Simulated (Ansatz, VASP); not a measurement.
## One calculation of Au, two programs

```
Au
1.0
     2.89029    0.00000    0.00000
    -1.44515    2.50307    0.00000
     0.00000    0.00000    4.86472
Au
2
Direct
  0.33333 0.66667 0.75000
  0.66667 0.33333 0.25000
```

Alike in both runs: task single point; functional r2SCAN; k mesh 12 × 12 × 7; occupations gaussian, width 0.1 eV; no spin polarisation.

|  | VASP | Ansatz |
| --- | --- | --- |
| version | VASP 6.6.1 | Ansatz 0.2.0 |
| potentials or method | VASP PAW PBE potentials, release 64 (Au), cutoff 520 eV | scalar-relativistic, plane waves, PAW |
| valence electrons in the cell | 22 | 38 |

Ansatz gave:

```
gap on the k mesh at the Fermi level (eV)                     : none
pressure (GPa)                                                : 0.2
traceless stress, the component that is largest in VASP (GPa) : -0.85
```

What did VASP give for the same quantities?

gap on the k mesh at the Fermi level (eV): none; pressure (GPa): 0.4; traceless stress, the component that is largest in VASP (GPa): -0.88.

VASP's potentials were made for PBE, not for r2SCAN. A gap of «none» marks a metal or a gap that the smearing closes. With one functional, cell and mesh, what is left measures potentials, basis and numerics. VASP's potentials hold 22 valence electrons a cell and Ansatz's 38, so a difference there can come from the potentials and not from the codes.

Neither program's run includes spin-orbit coupling.
